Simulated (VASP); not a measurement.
ZrB, 2 atoms in the cell. The structure is cubic, space group Fm-3m (No. 225). Conventional cell: a = 4.913 Å, b = 4.913 Å, c = 4.913 Å, α = 90.00°, β = 90.00°, γ = 90.00°. Within 3.2 Å of Zr (site symmetry m-3m) lie 6 B at 2.46 Å. B (site symmetry m-3m) has 6 Zr at 2.46 Å within 3.2 Å. 

```yaml
Program: VASP 6.6.1
Task: relaxation of cell and atoms
Functional: LDA
Potentials_or_basis: VASP PAW LDA potentials, release 64 (Zr_sv, B)
Cutoff: 500 eV
k_mesh: 12 × 12 × 12
Occupations: methfessel-paxton, width 0.1 eV
Spin: no spin polarisation
Target_pressure: 20 GPa
Dipole_correction: no
Further_INCAR_settings: ALGO = Normal; EDIFF = 1e-07; IBRION = 2; EDIFFG = -0.05; NSW = 50; ISIF = 3
```

Potentials or basis: VASP PAW LDA potentials, release 64 (Zr_sv, B).

Command:

```console
$ cat potpaw_LDA.64/Zr_sv/POTCAR potpaw_LDA.64/B/POTCAR > POTCAR
$ mpirun -np 1 vasp_std > vasp.out
```

Hardware: 1 thread of Intel(R) Xeon(R) 6975P-C (Granite Rapids) (shared host).

Problem. How long does it take, and how much memory?

Solution. Wall time 36 s on 1 thread of Intel(R) Xeon(R) 6975P-C (Granite Rapids), on a shared host, peak memory 0.16 GiB. Counts: scf iterations 43, k points 72, ion steps 4.
